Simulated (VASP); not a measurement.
Input of a VASP 6.6.1 run:

File POSCAR:

```
LuSnRh4
1.0
    0.0000000000      3.5794190000      3.5794190000
    3.5794190000      0.0000000000      3.5794190000
    3.5794190000      3.5794190000      0.0000000000
Lu Sn Rh
1 1 4
Direct
    0.0000000000      0.0000000000      0.0000000000
    0.2500000000      0.2500000000      0.2500000000
    0.6230000000      0.6230000000      0.6230000000
    0.1310000000      0.6230000000      0.6230000000
    0.6230000000      0.6230000000      0.1310000000
    0.6230000000      0.1310000000      0.6230000000
```

File INCAR.step1:

```
SYSTEM = LuSnRh4
PREC = Accurate ; ENCUT = 660
ISMEAR = -1 ; SIGMA = 0.0231
LREAL = .FALSE. ; LASPH = .TRUE.
NELM = 120 ; NBANDS = 58
GGA = PE ; ALGO = Normal
EDIFF = 1E-5 ; LWAVE = .TRUE.
LCHARG = .FALSE. ; GGA_COMPAT = .FALSE.
```

INCAR.step2

```
SYSTEM = LuSnRh4
PREC = Accurate ; ENCUT = 660
EDIFF = 1E-6 ; ISMEAR = -1
SIGMA = 0.0231 ; LREAL = .FALSE.
LASPH = .TRUE. ; NELM = 120
ALGO = Normal ; ISIF = 2
LWAVE = .FALSE. ; LCHARG = .FALSE.
METAGGA = R2SCAN ; LMIXTAU = .TRUE.
NBANDS = 58 ; ISTART = 1
GGA_COMPAT = .FALSE.
```

File KPOINTS:

```
Automatic mesh
0
G
  4 4 4
  0 0 0
```

Potentials or basis: VASP PAW PBE potentials, release 64 (Lu, Sn_d, Rh_pv).

Run with:

```sh
$ cat potpaw_PBE.64/Lu/POTCAR potpaw_PBE.64/Sn_d/POTCAR potpaw_PBE.64/Rh_pv/POTCAR > POTCAR
$ cp INCAR.step1 INCAR
$ mpirun -np 1 vasp_std > vasp.out
$ cp INCAR.step2 INCAR
$ mpirun -np 1 vasp_std > vasp.out
```

Q: Estimate the largest force.

A: 0.769 eV/Å.

Q: What does it give for the pressure?

A: 21.6 GPa.

Forces in eV/Å, atoms in the order of the input:
```
Lu   0.000  0.000  0.000
Sn   0.000  0.000  0.000
Rh   0.444  0.444  0.444
Rh   0.444 -0.444 -0.444
Rh  -0.444 -0.444  0.444
Rh  -0.444  0.444 -0.444
```

Caveat: the k points lie up to 0.38 Å⁻¹ apart, too coarse for converged energies and pressures of a metal; the PAW data sets were made with another functional, which shifts forces and pressure a little.
